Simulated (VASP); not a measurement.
## TaN: single point with PBE

Crystal: TaN.

```
CELL_PARAMETERS angstrom
2.93613 0.00000 0.00000
-1.46806 2.54276 0.00000
0.00000 0.00000 2.88668
ATOMIC_POSITIONS crystal
Ta 0.33333 0.66667 0.50000
N 0.00000 0.00000 0.00000
```

| Quantity | Value |
| --- | --- |
| Program | VASP 6.6.1 |
| Task | single point |
| Functional | PBE |
| Potentials or basis | VASP PAW PBE potentials, release 64 (Ta_pv, N) |
| Cutoff | 600 eV |
| k mesh | 10 × 10 × 8 |
| Occupations | gaussian, width 0.05 eV |
| Spin | collinear spin, ferromagnetic start |
| Starting moments | [0.05, 0.0] μB |
| Dipole correction | no |
| Further INCAR settings | ALGO = Normal; EDIFF = 1e-06; NBANDS = 19 |

```yaml
Pressure: 5.2 GPa
Band_gap_on_the_k_mesh: zero (filled and empty bands overlap)
Net_moment: 0.00 μB per cell
Valence_electrons_inside_the_program's_atomic_spheres: Ta 9.00; N 3.73
```

Stress tensor (GPa, compression positive):
```
5.19 0.00 0.00
0.00 5.19 0.00
0.00 0.00 5.36
```

Levels at points of the mesh, in eV from the Fermi level:
Spin up:
```csv
k point,band 4,band 5,band 6,band 7,band 8,band 9,band 10,band 11,band 12,band 13
"(0.00, 0.00, 0.00)",-17.82,-4.59,-4.59,-4.26,-2.98,2.19,3.53,3.53,3.96,3.96
"(0.50, 0.00, 0.00)",-15.53,-8.32,-5.25,-3.52,-3.22,2.97,3.99,5.17,5.27,7.38
"(0.00, 0.00, 0.50)",-15.18,-9.40,-3.78,-3.78,-0.13,-0.13,2.33,3.30,3.30,8.17
"(0.50, 0.00, 0.50)",-15.84,-7.37,-6.23,-5.71,-0.41,4.12,5.32,5.98,7.04,10.14
```
Spin down:
```csv
k point,band 6,band 7,band 8,band 9,band 10,band 11
"(0.00, 0.00, 0.00)",-4.59,-4.26,-2.98,2.18,3.53,3.53
"(0.50, 0.00, 0.00)",-5.25,-3.52,-3.22,2.96,3.99,5.17
"(0.00, 0.00, 0.50)",-3.78,-3.78,-0.13,-0.13,2.33,3.30
"(0.50, 0.00, 0.50)",-6.23,-5.71,-0.42,4.12,5.32,5.98
```

Run time: 61 s on 1 thread of Intel Xeon 8259CL (shared host), peak memory 0.19 GiB.

Caveat: spin-orbit coupling is left out, which moves the levels of the heavy elements.
